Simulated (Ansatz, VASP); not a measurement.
# One calculation of PtSe2, two programs

```
CELL_PARAMETERS angstrom
3.72400 0.00000 0.00000
-1.86200 3.22508 0.00000
0.00000 0.00000 5.06200
ATOMIC_POSITIONS crystal
Pt 0.00000 0.00000 0.00000
Se 0.33333 0.66667 0.25282
Se 0.66667 0.33333 0.74718
```

Alike in both runs: functional LDA; k mesh 10 × 10 × 8; occupations gaussian, width 0.05 eV; no spin polarisation.

Ansatz relaxed the structure, and its values are those at the end. VASP's run is a single point on that final structure, the one shown.

|  | VASP | Ansatz |
| --- | --- | --- |
| version | VASP 6.6.1 | Ansatz 0.2.0 |
| potentials or method | VASP PAW LDA potentials, release 64 (Pt, Se), cutoff 520 eV | scalar-relativistic, plane waves, PAW |
| valence electrons in the cell | 22 | 50 |

```csv
,VASP,Ansatz,Ansatz less VASP
gap on the k mesh at the Fermi level (eV),none,none,-
pressure (GPa),-1.0,-1.4,-0.41
rms of the force components (eV/Å),0.025,0.000,-0.0244
```

LDA's correlation is that of Perdew and Zunger in VASP and of Perdew and Wang (1992) in Ansatz. A gap of «none» marks a metal or a gap that the smearing closes. VASP's potentials hold 22 valence electrons a cell and Ansatz's 50, so a difference there can come from the potentials and not from the codes. Ansatz's warnings: stress scf threshold loose.

Spin-orbit coupling is off throughout.
